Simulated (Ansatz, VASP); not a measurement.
Two plane-wave programs on Au

```xyz
6
Lattice="2.0455 -2.0455 0.0000 2.0455 0.0000 -2.0455 8.5228 8.0116 8.0116" Properties=species:S:1:pos:R:3 pbc="T T T"
Au    3.4090   -0.6820   -0.6820
Au    7.5000    7.5000    7.5000
Au    3.4090    1.3635    1.3635
Au    7.5000    3.4090    3.4090
Au    3.4090    3.4090    3.4090
Au    7.5000    5.4545    5.4545
```

Alike in both runs: task single point; functional PBE; k mesh 18 × 18 × 4; occupations gaussian, width 0.15 eV; no spin polarisation.

|  | VASP | Ansatz |
| --- | --- | --- |
| version | VASP 6.6.1 | Ansatz 0.2.0 |
| potentials or method | VASP PAW PBE potentials, release 64 (Au), cutoff 520 eV | scalar-relativistic, plane waves, PAW |
| valence electrons in the cell | 66 | 114 |

VASP gave:

```
gap on the k mesh at the Fermi level (eV)                     : none
pressure (GPa)                                                : 8.1
traceless stress, the component that is largest in VASP (GPa) : 1.07
rms of the force components (eV/Å)                            : 0.173
```

Question: Which values does Ansatz return?

Answer: gap on the k mesh at the Fermi level (eV): none; pressure (GPa): 8.4; traceless stress, the component that is largest in VASP (GPa): 1.08; rms of the force components (eV/Å): 0.174.

Atom by atom the forces differ by 0.001 eV/Å (rms over components). A gap of «none» marks a metal or a gap that the smearing closes. The functional is the same, so the differences come from potentials, cutoffs and numerics. VASP's potentials hold 66 valence electrons a cell and Ansatz's 114, so a difference there can come from the potentials and not from the codes.

Neither program's run includes spin-orbit coupling.
